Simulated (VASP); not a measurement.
The system is K.

```xyz
2
Lattice="0.0000 4.5834 4.5834 4.5834 0.0000 4.5834 4.5834 4.5834 0.0000" Properties=species:S:1:pos:R:3 pbc="T T T"
K     1.1458    1.1458    1.1458
K     8.0209    8.0209    8.0209
```

This isn't the form of K at room conditions, which is bcc.

| Quantity | Value |
| --- | --- |
| Program | VASP 6.6.1 |
| Task | relaxation of cell and atoms |
| Functional | PBEsol |
| Potentials or basis | VASP PAW PBE potentials, release 64 (K_sv) |
| Cutoff | 600 eV |
| k mesh | 6 × 6 × 6 |
| Occupations | fermi-dirac, width 0.1 eV |
| Spin | no spin polarisation |

At the start: pressure 0.1 GPa; volume 96.29 Å³/atom.

Q: Where does the relaxation end?

A: Over 5 steps the energy falls by 3.8 meV/atom and the volume is 105.44 Å³/atom (+9.5 %); space group Fd-3m (No. 227, to 0.1 Å) before and after.

Step by step:
| step | energy change (eV) | largest force (eV/Å) | pressure (GPa) | volume (Å³) |
| --- | --- | --- | --- | --- |
| 1 | 0.0000 | 0.0000 | 0.14 | 192.57 |
| 2 | -0.0020 | 0.0000 | 0.12 | 194.96 |
| 3 | -0.0060 | 0.0000 | 0.06 | 202.26 |
| 4 | -0.0066 | 0.0000 | -0.04 | 217.39 |
| 5 | -0.0075 | 0.0000 | 0.00 | 210.88 |

Final structure:
```
CELL_PARAMETERS angstrom
0.00000 4.72430 4.72430
4.72430 0.00000 4.72430
4.72430 4.72430 0.00000
ATOMIC_POSITIONS crystal
K 0.12500 0.12500 0.12500
K 0.87500 0.87500 0.87500
```

Caveat: the PAW data sets were made with another functional, which shifts forces and pressure a little.
